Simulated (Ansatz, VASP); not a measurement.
**ScC3: VASP beside Ansatz**

```xyz
4
Lattice="3.3628 0.0000 0.0000 0.0000 3.3628 0.0000 0.0000 0.0000 3.3628" Properties=species:S:1:pos:R:3 pbc="T T T"
Sc    0.0000    0.0000    0.0000
C     0.0000    1.6814    1.6814
C     1.6814    0.0000    1.6814
C     1.6814    1.6814    0.0000
```

Alike in both runs: task single point; functional PBEsol; k mesh 12 × 12 × 12; occupations gaussian, width 0.1 eV; no spin polarisation.

|  | VASP | Ansatz |
| --- | --- | --- |
| version | VASP 6.6.1 | Ansatz 0.2.0 |
| potentials or method | VASP PAW PBE potentials, release 64 (Sc_sv, C), cutoff 520 eV | scalar-relativistic, plane waves, PAW |
| valence electrons in the cell | 23 | 23 |

```tsv
	VASP	Ansatz	Ansatz less VASP
gap on the k mesh at the Fermi level (eV)	none	none	-
pressure (GPa)	-11.4	-12.2	-0.72
```

VASP's potentials were made for PBE, not for PBEsol. A gap of «none» marks a metal or a gap that the smearing closes.
